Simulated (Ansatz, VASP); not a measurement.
One calculation of InP, two programs

INCAR

```
  PREC = Accurate
  ENCUT = 600
  EDIFF = 1E-7
  ISMEAR = -1
  SIGMA = 0.02
  LREAL = False
  LASPH = True
  NELM = 100
  ALGO = Normal
  ISIF = 3
  LWAVE = False
  LCHARG = False
  GGA = PE
  IBRION = 2
  NSW = 60
  EDIFFG = -0.005
```

File KPOINTS:

```
Automatic mesh
0
Gamma
  10 10 10
```

POSCAR

```
InP
1.0
    0.0000000000      2.9685087443      2.9685087443
    2.9685087443      0.0000000000      2.9685087443
    2.9685087443      2.9685087443      0.0000000000
In P
1 1
Direct
    0.0000000000      0.0000000000      0.0000000000
    0.2500000000      0.2500000000      0.2500000000
```

Input for Ansatz:

```yaml
crystal:
  lattice:
    - [0.0, 2.9685087443, 2.9685087443]
    - [2.9685087443, 0.0, 2.9685087443]
    - [2.9685087443, 2.9685087443, 0.0]
  atoms:
    - { symbol: In, position: [0.0, 0.0, 0.0] }
    - { symbol: P, position: [0.25, 0.25, 0.25] }
kpoints:
  mp_grid: { grid: [10, 10, 10] }
scf:
  occupations: { method: fermi_dirac, width: 0.02 }
hamiltonian:
  xc: pbe
  pseudopotentials: { kind: paw }
output:
  forces: true
  stress: true
relax:
  f_tol: 0.005
  max_steps: 40
  cell: {}
```

Alike in both runs: task relaxation of cell and atoms; functional PBE; k mesh 10 × 10 × 10; occupations fermi-dirac, width 0.02 eV; no spin polarisation.

|  | VASP | Ansatz |
| --- | --- | --- |
| version | VASP 6.6.1 | Ansatz 0.2.0 |
| potentials or method | VASP PAW PBE potentials, release 64 (In_d, P) | PAW with Ansatz's default frozen-core files, scalar-relativistic |
| plane-wave cutoff (eV) | 600 | 420 |
| valence electrons in the cell | 18 | 18 |

|  | VASP | Ansatz | Ansatz less VASP |
| --- | --- | --- | --- |
| relaxed volume (Å³/atom) | 26.45 | 26.46 | +0.010 |
| relaxed length of the cell vector where the two differ most in proportion (Å) | 4.213 | 4.214 | +0.0005 |
